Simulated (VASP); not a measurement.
# CaSe: single point with HSE06

Crystal: CaSe.

```xyz
2
Lattice="0.0000 3.2304 3.2304 3.2304 0.0000 3.2304 3.2304 3.2304 0.0000" Properties=species:S:1:pos:R:3 pbc="T T T"
Ca    0.0000    0.0000    0.0000
Se    1.6152    1.6152    1.6152
```

This cell differs from its parent crystal: strain -1.5%.

| Quantity | Value |
| --- | --- |
| Program | VASP 6.6.1 |
| Task | single point |
| Functional | HSE06 |
| Potentials or basis | VASP PAW PBE potentials, release 64 (Ca_sv, Se) |
| Cutoff | 520 eV |
| k mesh | 4 × 4 × 4 |
| Occupations | gaussian, width 0.01 eV |
| Spin | no spin polarisation |

```yaml
Pressure: 2.1 GPa
Band_gap_on_the_k_mesh: 4.25 eV (least direct gap 4.35 eV)
```

Levels at points of the mesh, in eV from the valence-band top:
```csv
k point,band 6,band 7,band 8,band 9,band 10,band 11
"(0.00, 0.00, 0.00)",-0.10,-0.10,-0.10,4.25,6.96,6.96
"(0.50, 0.00, 0.00)",-1.40,-0.02,-0.02,6.35,7.00,7.00
"(0.50, 0.50, 0.00)",-1.43,-0.06,-0.06,4.51,6.29,7.82
```

Wall time 16 min on 1 thread of Intel Xeon 8259CL, on a shared host, peak memory 0.31 GiB.

Caveat: the k points lie up to 0.42 Å⁻¹ apart; the cell differs from its parent crystal (strain -1.5%); the structure was generated, so it needn't be the stable form of CaSe; the PAW data sets were made with another functional, which shifts forces and pressure a little. A k mesh can miss the band edges.
